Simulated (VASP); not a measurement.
# TiN in VASP: a series of runs

TiN is run at these levels: PBE+D3(BJ); tasks: single point.

Program: VASP 6.6.1. These are calculated values, not measurements. Logs are shortened: lines on timing, memory, paths and dates and some standing lists are left out, and cuts for length are marked.

## (1) The cell of the first run

The cell holds a slab with vacuum, 24 atoms: a = 5.948 Å, b = 5.948 Å, c = 22.206 Å, α = 90.00°, β = 90.00°, γ = 90.00°.

## (2) Single point, PBE+D3(BJ)

Contents of INCAR:

```
SYSTEM = TiN
PREC     = Accurate       ! precision mode
ENCUT    = 520            ! plane-wave cutoff, eV
EDIFF    = 1E-6           ! SCF threshold, eV
ISMEAR   = 0              ! smearing method
SIGMA    = 0.1            ! smearing width, eV
LREAL    = Auto         
LASPH    = .TRUE.         ! aspherical terms in the spheres
NELM     = 80             ! most SCF steps
ALGO     = Normal         ! electronic algorithm
ISIF     = 2              ! what is computed and relaxed
LWAVE    = .FALSE.        ! write WAVECAR
LCHARG   = .FALSE.        ! write CHGCAR
LDIPOL   = .TRUE.       
IDIPOL   = 3            
DIPOL    = 0.5 0.5 0.453
GGA      = PE             ! functional
IVDW     = 12             ! dispersion correction
NBANDS   = 120            ! bands
```

Contents of KPOINTS:

```
regular mesh
0
G
  3 3 1
  0 0 0
```

Contents of POSCAR:

```
TiN
1.0
    5.9476498272      0.0000000000      0.0000000000
    0.0000000000      5.9476498272      0.0000000000
    0.0000000000      0.0000000000     22.2056235249
Ti N
12 12
Direct
    0.2500000000      0.2500000000      0.3602690999
    0.2500000000      0.7500000000      0.3602690999
    0.7500000000      0.2500000000      0.3602690999
    0.7500000000      0.7500000000      0.3602690999
    0.5000000000      0.5082434228      0.4538653841
    0.5000000000     -0.0082434228      0.4538653841
    0.0000000000      0.5050555354      0.4525704766
    0.0000000000     -0.0050555354      0.4525704766
    0.7620490718      0.7500000000      0.5498875360
    0.7480481151      0.2500000000      0.5417563938
    0.2379509282      0.7500000000      0.5498875360
    0.2519518849      0.2500000000      0.5417563938
    0.5000000000      0.5000000000      0.3602690999
    0.5000000000      0.0000000000      0.3602690999
    0.0000000000      0.5000000000      0.3602690999
    0.0000000000      0.0000000000      0.3602690999
    0.7498349426      0.7500000000      0.4543937907
    0.7483032927      0.2500000000      0.4517615785
    0.2501650574      0.7500000000      0.4543937907
    0.2516967073      0.2500000000      0.4517615785
    0.0000000000      0.0136503293      0.5441205971
    0.0000000000      0.4863496707      0.5441205971
    0.5000000000     -0.0002301142      0.5516675502
    0.5000000000      0.5002301142      0.5516675502
```

Potentials or basis: VASP PAW PBE potentials, release 64 (Ti_sv, N).

On the command line:

```bash
$ cat potpaw_PBE.64/Ti_sv/POTCAR potpaw_PBE.64/N/POTCAR > POTCAR
$ mpirun -np 1 vasp_std > vasp.out
```

OUTCAR:

```text
SYSTEM = TiN
   PREC = Accurate
   ENCUT = 520
   EDIFF = 1E-6
   ISMEAR = 0
   LREAL = Auto
   LASPH = .TRUE.
   NELM = 80
   ISIF = 2
   GGA = PE
   IVDW = 12
 IVDW          = 12

 ion  position               nearest neighbor table
   1  0.250  0.250  0.360-  20 2.03  14 2.10  15 2.10  16 2.10  13 2.10
   2  0.250  0.750  0.360-  19 2.09  14 2.10  15 2.10  16 2.10  13 2.10
   3  0.750  0.250  0.360-  18 2.03  14 2.10  15 2.10  16 2.10  13 2.10
   4  0.750  0.750  0.360-  17 2.09  14 2.10  15 2.10  16 2.10  13 2.10
   5  0.500  0.508  0.454-  17 2.07  19 2.07  13 2.08  18 2.13  20 2.13  24 2.17   6 2.88  10 2.89
                            12 2.89
   6  0.500  0.992  0.454-  17 2.07  19 2.07  14 2.08  18 2.13  20 2.13  23 2.17   5 2.88  10 2.89
                            12 2.89
   7  0.000  0.505  0.453-  22 2.04  15 2.05  19 2.08  17 2.08  20 2.13  18 2.13  10 2.91  12 2.91
                             8 2.91
   8  0.000  0.995  0.453-  21 2.04  16 2.05  19 2.08  17 2.08  20 2.13  18 2.13  10 2.91  12 2.91
                             7 2.91
   9  0.762  0.750  0.550-  21 2.12  22 2.12  17 2.12  23 2.15  24 2.15  11 2.83
  10  0.748  0.250  0.542-  18 2.00  21 2.06  22 2.06  23 2.11  24 2.11   6 2.89   5 2.89   8 2.91
                             7 2.91
  11  0.238  0.750  0.550-  21 2.12  22 2.12  19 2.12  23 2.15  24 2.15   9 2.83
  12  0.252  0.250  0.542-  20 2.00  21 2.06  22 2.06  23 2.11  24 2.11   6 2.89   5 2.89   8 2.91
                             7 2.91
  13  0.500  0.500  0.360-   5 2.08   2 2.10   3 2.10   4 2.10   1 2.10
  14  0.500  0.000  0.360-   6 2.08   2 2.10   3 2.10   4 2.10   1 2.10
  15  0.000  0.500  0.360-   7 2.05   2 2.10   3 2.10   4 2.10   1 2.10
  16  0.000  0.000  0.360-   8 2.05   2 2.10   3 2.10   4 2.10   1 2.10
  17  0.750  0.750  0.454-   5 2.07   6 2.07   7 2.08   8 2.08   4 2.09   9 2.12
  18  0.748  0.250  0.452-  10 2.00   3 2.03   6 2.13   5 2.13   8 2.13   7 2.13
  19  0.250  0.750  0.454-   5 2.07   6 2.07   7 2.08   8 2.08   2 2.09  11 2.12
  20  0.252  0.250  0.452-  12 2.00   1 2.03   6 2.13   5 2.13   8 2.13   7 2.13
  21  0.000  0.014  0.544-   8 2.04  10 2.06  12 2.06  11 2.12   9 2.12
  22  0.000  0.486  0.544-   7 2.04  10 2.06  12 2.06  11 2.12   9 2.12
  23  0.500  1.000  0.552-  10 2.11  12 2.11  11 2.15   9 2.15   6 2.17
  24  0.500  0.500  0.552-  10 2.11  12 2.11  11 2.15   9 2.15   5 2.17

  LATTYP: Found a simple tetragonal cell.
 ALAT       =     5.9476498272
 C/A-ratio  =     3.7335122561

  Lattice vectors:

 A1 = (   5.9476498272,   0.0000000000,   0.0000000000)
 A2 = (   0.0000000000,   5.9476498272,   0.0000000000)
 A3 = (   0.0000000000,   0.0000000000,  22.2056235249)

Analysis of symmetry for initial positions (statically):
=====================================================================
 Subroutine PRICEL returns:
 Original cell was already a primitive cell.

 Routine SETGRP: Setting up the symmetry group for a
 simple tetragonal supercell.

 Subroutine GETGRP returns: Found  4 space group operations
 (whereof  2 operations were pure point group operations)
 out of a pool of 16 trial point group operations.

The static configuration has the point symmetry C_1h.
 The point group associated with its full space group is C_2v.

Analysis of symmetry for dynamics (positions and initial velocities):
=====================================================================
 Subroutine PRICEL returns:
 Original cell was already a primitive cell.

 Routine SETGRP: Setting up the symmetry group for a
 simple tetragonal supercell.

 Subroutine GETGRP returns: Found  4 space group operations
 (whereof  2 operations were pure point group operations)
 out of a pool of 16 trial point group operations.

The dynamic configuration has the point symmetry C_1h.
 The point group associated with its full space group is C_2v.

 Subroutine INISYM returns: Found  4 space group operations
 (whereof  2 operations are pure point group operations),
 and found     1 'primitive' translations

----------------------------------------------------------------------------------------

                                     Primitive cell

  volume of cell :     785.5137

  direct lattice vectors                    reciprocal lattice vectors
     5.947649827  0.000000000  0.000000000     0.168133637  0.000000000  0.000000000
     0.000000000  5.947649827  0.000000000     0.000000000  0.168133637  0.000000000
     0.000000000  0.000000000 22.205623525     0.000000000  0.000000000  0.045033637

  length of vectors
     5.947649827  5.947649827 22.205623525     0.168133637  0.168133637  0.045033637

  position of ions in fractional coordinates (direct lattice)
     0.250000000  0.250000000  0.360269100
     0.250000000  0.750000000  0.360269100
     0.750000000  0.250000000  0.360269100
     0.750000000  0.750000000  0.360269100
[... 66 lines left out ...]
  Shift w.r.t. Gamma in fractional coordinates (k-lattice)
[... 28 lines left out ...]
   LASPH  =      T    aspherical Exc in radial PAW
   ENCUT  =  520.0 eV  38.22 Ry    6.18 a.u.  11.06 11.06 41.29*2*pi/ulx,y,z
   NELM   =     80;   NELMIN=  2; NELMDL= -5     # of ELM steps
   EDIFF  = 0.1E-05   stopping-criterion for ELM
   LREAL  =      T    real-space projection
   EDIFFG = 0.1E-04   stopping-criterion for IOM
   NSW    =      0    number of steps for IOM
   IBRION =     -1    ionic relax: 0-MD 1-quasi-New 2-CG
   NFREE  =      0    steps in history (QN), initial steepest desc. (CG)
   ISIF   =      2    stress and relaxation
   ISYM   =      2    0-nonsym 1-usesym 2-fastsym
   POTIM  = 0.5000    time-step for ionic-motion
   TEBEG  =    0.0;   TEEND  =   0.0 temperature during run
   PSTRESS=    0.0 pullay stress
   NELECT =     204.0000    total number of electrons
   NUPDOWN=      -1.0000    fix difference up-down
   EMIN   =  10.00;   EMAX   =-10.00  energy-range for DOS
   EFERMI =   0.00;   METHOD = LEGACY
   ISMEAR =     0;   SIGMA  =   0.10  broadening in eV -4-tet -1-fermi 0-gaus
   EFERMI_NEDOS =   21; number of points for ismear=-14 and -15
   IALGO  =     38    algorithm
   IMIX   =      4    mixing-type and parameters
     AMIX     =   0.40;   BMIX     =  1.00
     AMIX_MAG =   1.60;   BMIX_MAG =  1.00
  volume/ion in A,a.u.               =      32.73       220.87
  Fermi-wavevector in a.u.,A,eV,Ry     =   1.044480  1.973782 14.843131  1.090939
  Thomas-Fermi vector in A             =   2.179235
   LORBIT       =      0    0 simple, 1 ext, 2 COOP (PROOUT), +10 PAW based schemes
   GGA     = PE    functional components
   LHFCALC =     F    Hartree Fock is set to
   AEXX    =    0.0000 exact exchange contribution
   IVDW    =    12    specifies the selected vdW correction
   LEPSILON=     F    determine dielectric tensor
   LRPA    =     F    only Hartree local field effects (RPA)
 non-spin polarized calculation
 Gauss-broadening in eV      SIGMA  =   0.10
  energy-cutoff  :      520.00
  volume of cell :      785.51
 maximum number of plane-waves:     21178
 NGX is ok and might be reduce to    48
   NGX = 23   NGY = 23   NGZ = 83

 dipolmoment           0.000000      0.000000     -0.552925 electrons x Angstroem

 number of electron     203.9999949 magnetization

 dipolmoment           0.000000      0.000000      0.040918 electrons x Angstroem

 Free energy of the ion-electron system (eV)
  ---------------------------------------------------
  ext. energy  EPLUGINS =         0.00000000
  ---------------------------------------------------
  free energy    TOTEN  =      -228.89362134 eV

  energy without entropy =     -228.81439267  energy(sigma->0) =     -228.85400701

 E-fermi :   1.5027     XC(G=0):  -4.6661

 val. band max:        1.2920608629   @ k =   0.3333   0.0000   0.0000
 cond. band min:       1.5133038786   @ k =   0.3333   0.3333   0.0000
 fundamental gap:      0.2212430156
 Fermi energy:         1.5026694291

 k-point     1 :       0.0000    0.0000    0.0000
  band No.  band energies     occupation
      1     -56.5073      2.00000
      2     -56.5005      2.00000
      3     -56.4634      2.00000
      4     -56.4631      2.00000
      5     -56.4567      2.00000
      6     -56.4221      2.00000
[... 457 lines left out ...]
    113       2.5208      0.00000
    114       2.5459      0.00000
 [bands above 114 left out]

------------------------ aborting loop because EDIFF is reached ----------------------------------------

 vacuum level on the upper side and lower side of the slab       (xc-potential included)        -0.059        -0.267

 Edisp (eV)   -7.61904

 E8    (eV) :    -3.3543

  FORCE on cell =-STRESS in cart. coord.  units (eV):
  Direction    XX          YY          ZZ          XY          YZ          ZX
  --------------------------------------------------------------------------------------
  -------------------------------------------------------------------------------------
  Total     -13.66376   -13.15898    -0.83808     0.00000     0.00000     0.00000
  in kB     -27.86937   -26.83978    -1.70939     0.00000     0.00000     0.00000
  external pressure =      -18.81 kB  Pullay stress =        0.00 kB

 VOLUME and BASIS-vectors are now :
 -----------------------------------------------------------------------------
  energy-cutoff  :      520.00
  volume of cell :      785.51
      direct lattice vectors                 reciprocal lattice vectors
     5.947649827  0.000000000  0.000000000     0.168133637  0.000000000  0.000000000
     0.000000000  5.947649827  0.000000000     0.000000000  0.168133637  0.000000000
     0.000000000  0.000000000 22.205623525     0.000000000  0.000000000  0.045033637

 POSITION                                       TOTAL-FORCE (eV/Angst)
 -----------------------------------------------------------------------------------
      1.48691      1.48691      8.00000         0.130684      0.000000      1.546967
      1.48691      4.46074      8.00000         0.103739      0.000000      1.534925
      4.46074      1.48691      8.00000        -0.130684      0.000000      1.546967
      4.46074      4.46074      8.00000        -0.103739      0.000000      1.534925
      2.97382      3.02285     10.07836        -0.000000     -0.165113      0.087789
      2.97382      5.89862     10.07836        -0.000000      0.165113      0.087789
[... 16 lines left out ...]
      2.97382      5.94628     12.25012        -0.000000     -0.043861      0.327739
      2.97382      2.97519     12.25012        -0.000000      0.043861      0.327739
 -----------------------------------------------------------------------------------
    total drift:                                0.000000      0.000000     -0.074554

  FREE ENERGIE OF THE ION-ELECTRON SYSTEM (eV)
  ---------------------------------------------------
  free  energy   TOTEN  =      -236.5126564360 eV

  energy  without entropy=     -236.4334277667  energy(sigma->0) =     -236.47304210

 vacuum level on the upper side and lower side of the slab         4.137         3.924
```

Wall time 12 min (1 thread of Intel Xeon 6975P-C (Granite Rapids), shared host); peak memory 0.86 GiB.

Results:

| Property | Result |
| --- | --- |
| Free energy | -236.5127 eV |
| Largest force | 2.385 eV/Å |
| Dispersion energy per atom | -0.317 eV |

Forces on the atoms (eV/Å):
```
Ti   0.131  0.000  1.547
Ti   0.104  0.000  1.535
Ti  -0.131  0.000  1.547
Ti  -0.104  0.000  1.535
Ti   0.000 -0.165  0.088
Ti   0.000  0.165  0.088
Ti   0.000  0.048 -0.019
Ti   0.000 -0.048 -0.019
Ti  -1.244  0.000 -2.035
Ti  -0.302  0.000 -0.248
Ti   1.244  0.000 -2.035
Ti   0.302  0.000 -0.248
N    0.000  0.024 -1.422
N    0.000 -0.024 -1.422
N    0.000 -0.057 -1.683
N    0.000  0.057 -1.683
N    0.089  0.000  0.111
N    0.030  0.000 -0.078
N   -0.089  0.000  0.111
N   -0.030  0.000 -0.078
N    0.000 -1.034  1.878
N    0.000  1.034  1.878
N    0.000 -0.044  0.328
N    0.000  0.044  0.328
```

## (3) Single point, PBE+D3(BJ)

This run uses another cell than the first one.

Changes to INCAR since step 2:

```diff
@@ -12,8 +12,11 @@
 LWAVE    = .FALSE.        ! write WAVECAR
-LCHARG   = .FALSE.        ! write CHGCAR
+LCHARG   = .TRUE.         ! write CHGCAR
 LDIPOL   = .TRUE.       
 IDIPOL   = 3            
-DIPOL    = 0.5 0.5 0.453
+DIPOL    = 0.5 0.5 0.498
 GGA      = PE             ! functional
 IVDW     = 12             ! dispersion correction
+LELF     = .TRUE.         ! ELF
+LVHAR    = .TRUE.       
+LVACPOTAV= .TRUE.       
 NBANDS   = 120            ! bands
```

KPOINTS is that of step 2.

Contents of POSCAR:

```
TiN
1.0
    5.9476498272      0.0000000000      0.0000000000
    0.0000000000      5.9476498272      0.0000000000
    0.0000000000      0.0000000000     20.2056235249
Ti N
12 12
Direct
    0.2500000000      0.2500000000      0.3959293803
    0.2500000000      0.7500000000      0.3959293803
    0.7500000000      0.2500000000      0.3959293803
    0.7500000000      0.7500000000      0.3959293803
    0.5000000000      0.5000000000      0.4979627610
    0.5000000000      0.0000000000      0.4979627610
    0.0000000000      0.5000000000      0.4979627610
    0.0000000000      0.0000000000      0.4979627610
    0.7500000000      0.7500000000      0.5960735978
    0.7500000000      0.2500000000      0.5960735978
    0.2500000000      0.7500000000      0.5960735978
    0.2500000000      0.2500000000      0.5960735978
    0.5000000000      0.5000000000      0.3959293803
    0.5000000000      0.0000000000      0.3959293803
    0.0000000000      0.5000000000      0.3959293803
    0.0000000000      0.0000000000      0.3959293803
    0.7500000000      0.7500000000      0.4967295176
    0.7500000000      0.2500000000      0.4967295176
    0.2500000000      0.7500000000      0.4967295176
    0.2500000000      0.2500000000      0.4967295176
    0.0000000000      0.0000000000      0.6055270350
    0.0000000000      0.5000000000      0.6055270350
    0.5000000000      0.0000000000      0.6055270350
    0.5000000000      0.5000000000      0.6055270350
```

Potentials or basis: VASP PAW PBE potentials, release 64 (Ti_sv, N).

On the command line:

```bash
$ cat potpaw_PBE.64/Ti_sv/POTCAR potpaw_PBE.64/N/POTCAR > POTCAR
$ mpirun -np 1 vasp_std > vasp.out
```

Wall time 6.4 min (1 thread of Intel Xeon 6975P-C (Granite Rapids), shared host); peak memory 0.76 GiB.

It converged, with:

```
Free energy                : -237.3326 eV
Largest force              : 1.759 eV/Å
Band gap on the k mesh     : 0.03 eV
Dispersion energy per atom : -0.319 eV
```

Forces in eV/Å, atoms in the order of the input:
```
Ti   0.000  0.000  1.716
Ti   0.000  0.000  1.716
Ti   0.000  0.000  1.716
Ti   0.000  0.000  1.716
Ti   0.000  0.000  0.000
Ti   0.000  0.000  0.000
Ti   0.000  0.000  0.000
Ti   0.000  0.000  0.000
Ti   0.000  0.000  0.040
Ti   0.000  0.000  0.040
Ti   0.000  0.000  0.040
Ti   0.000  0.000  0.040
N    0.000  0.000 -1.759
N    0.000  0.000 -1.759
N    0.000  0.000 -1.759
N    0.000  0.000 -1.759
N    0.000  0.000 -0.002
N    0.000  0.000 -0.002
N    0.000  0.000 -0.002
N    0.000  0.000 -0.002
N    0.000  0.000  0.005
N    0.000  0.000  0.005
N    0.000  0.000  0.005
N    0.000  0.000  0.005
```

Levels at points of the mesh, in eV from the valence-band top:
```csv
k point,band 99,band 100,band 101,band 102,band 103,band 104,band 105,band 106
"(0.00, 0.00, 0.00)",-2.02,-1.85,-0.82,-0.15,0.03,0.03,0.47,0.47
```

## (4) Single point, PBE+D3(BJ)

This run uses another cell than the first one.

Contents of INCAR:

```
SYSTEM = TiN
ALGO = Normal
DIPOL = 0.5 0.5 0.415
EDIFF = 1E-7
ENCUT = 520
GGA = PE
IDIPOL = 3
ISIF = 2
ISMEAR = 0
IVDW = 12
LASPH = .TRUE.
LCHARG = .TRUE.
LDIPOL = .TRUE.
LELF = .TRUE.
LREAL = Auto
LUSENCCL = .FALSE.
LVACPOTAV = .TRUE.
LVHAR = .TRUE.
LWAVE = .FALSE.
NBANDS = 120
NELM = 80
PREC = Accurate
SIGMA = 0.1
```

Contents of KPOINTS:

```
k-points
0
G
  3 3 1
  0 0 0
```

Contents of POSCAR:

```
TiN
1.0
    5.9476498275      0.0000000000      0.0000000000
    0.0000000000      5.9476498275      0.0000000000
    0.0000000000      0.0000000000     24.2611235252
Ti N
12 12
Direct
    0.2500000000      0.2500000000      0.3297456522
    0.2500000000      0.7500000000      0.3297456522
    0.7500000000      0.2500000000      0.3297456522
    0.7500000000      0.7500000000      0.3297456522
    0.4998496278      0.4968343683      0.4139328202
    0.4998793152      0.0058681279      0.4146344575
   -0.0001534460      0.4940905990      0.4152100302
   -0.0001658328      0.0057998318      0.4145955208
    0.7588339923      0.7586689478      0.4946045787
    0.7545095232      0.2425625591      0.5013331328
    0.2405559730      0.7588640141      0.4945761019
    0.2453336904      0.2427779961      0.5012078773
    0.5000000000      0.5000000000      0.3297456522
    0.5000000000      0.0000000000      0.3297456522
    0.0000000000      0.5000000000      0.3297456522
    0.0000000000      0.0000000000      0.3297456522
    0.7503242771      0.7507736610      0.4129442474
    0.7500361172      0.2510279704      0.4141153751
    0.2494220747      0.7507653794      0.4129252865
    0.2497177029      0.2510319252      0.4141034705
   -0.0003022513     -0.0000375055      0.5038989673
   -0.0002148852      0.5037886619      0.5035586775
    0.5000034398     -0.0039457100      0.5002797548
    0.4996927174      0.5110366520      0.5077767130
```

On the command line:

```bash
$ cat potpaw_PBE.64/Ti_sv/POTCAR potpaw_PBE.64/N/POTCAR > POTCAR
$ mpirun -np 1 vasp_std > vasp.out
```

Wall time 4.1 min (1 × NVIDIA H100 80GB with 1 thread of AMD EPYC 7R13 (Zen 3), shared host); peak memory 1.8 GiB.

The run converged. Its results:

| Property | Result |
| --- | --- |
| Free energy | -236.8184 eV |
| Largest force | 1.988 eV/Å |
| Band gap on the k mesh | 0.02 eV |
| Dispersion energy per atom | -0.318 eV |

Forces in eV/Å, atoms in the order of the input:
```
Ti   0.010  0.051  1.501
Ti  -0.003 -0.024  1.528
Ti  -0.013  0.051  1.500
Ti  -0.001 -0.025  1.531
Ti   0.008 -0.015  0.817
Ti   0.003  0.009 -0.097
Ti   0.000  0.083 -0.072
Ti   0.002  0.010 -0.262
Ti  -1.079 -1.080  0.542
Ti  -0.651  1.130 -1.500
Ti   1.080 -1.072  0.547
Ti   0.643  1.123 -1.462
N    0.000  0.027 -1.627
N    0.001 -0.022 -1.764
N   -0.002 -0.007 -1.637
N   -0.002  0.002 -1.627
N    0.010 -0.017 -0.035
N   -0.062 -0.018  0.491
N   -0.010 -0.014 -0.032
N    0.062 -0.018  0.487
N    0.013  0.182  0.610
N    0.003 -0.217  0.249
N   -0.017  0.504  0.970
N    0.004 -0.644 -0.658
```

Levels at points of the mesh, in eV from the valence-band top:
```tsv
k point	band 98	band 99	band 100	band 101	band 102	band 103	band 104	band 105	band 106	band 107
(0.00, 0.00, 0.00)	-1.89	-1.87	-1.83	-0.87	-0.22	0.05	0.06	0.36	0.37	0.74
```

## (5) The runs side by side

```tsv
cell	gap on the mesh (eV)	largest force (eV/Å)
a = 5.948, b = 5.948, c = 22.206 Å, 24 atoms, atomic positions A	-	2.39
a = 5.948, b = 5.948, c = 20.206 Å, 24 atoms, atomic positions B	0.03	1.76
a = 5.948, b = 5.948, c = 24.261 Å, 24 atoms, atomic positions C	0.02	1.99
```

Alike in all rows: task single point; level PBE+D3(BJ); potentials or basis VASP PAW PBE potentials, release 64 (Ti_sv, N); no spin polarisation; k mesh 3 × 3 × 1; cutoff (eV) 520; smearing gaussian 0.1 eV.

Absolute energies hang on the potentials; compare differences alone.
